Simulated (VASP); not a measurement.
# Sr: single point with HSE06

The system is Sr.

```
Sr
1.0
     0.00000    3.10202    3.10202
     3.10202    0.00000    3.10202
     3.10202    3.10202    0.00000
Sr
1
Cartesian
  0.0000 0.0000 0.0000
```

```yaml
Program: VASP 6.6.1
Task: single point
Functional: HSE06
Potentials_or_basis: VASP PAW PBE potentials, release 64 (Sr_sv)
Cutoff: 520 eV
k_mesh: 4 × 4 × 4
Occupations: fermi-dirac, width 0.05 eV
Spin: no spin polarisation
```

| Item | Value |
| --- | --- |
| Pressure | -0.4 GPa |
| Band gap on the k mesh | zero (band 5 reaches 1.55 eV, above the bottom of band 6 at 1.16 eV) |

Levels at points of the mesh, in eV from the Fermi level:
```csv
k point,band 3,band 4,band 5,band 6,band 7,band 8
"(0.00, 0.00, 0.00)",-20.57,-20.57,-4.35,2.65,2.65,2.65
"(0.50, 0.00, 0.00)",-20.59,-20.59,-1.28,-0.36,2.47,2.47
"(0.50, 0.50, 0.00)",-20.63,-20.63,-0.72,0.62,0.75,5.13
```

Wall time 4.9 min on 1 thread of Intel(R) Xeon(R) Platinum 8488C (Sapphire Rapids), on a shared host, peak memory 0.29 GiB.

Caveat: the k points lie up to 0.44 Å⁻¹ apart; the PAW data sets were made with another functional, which shifts forces and pressure a little.
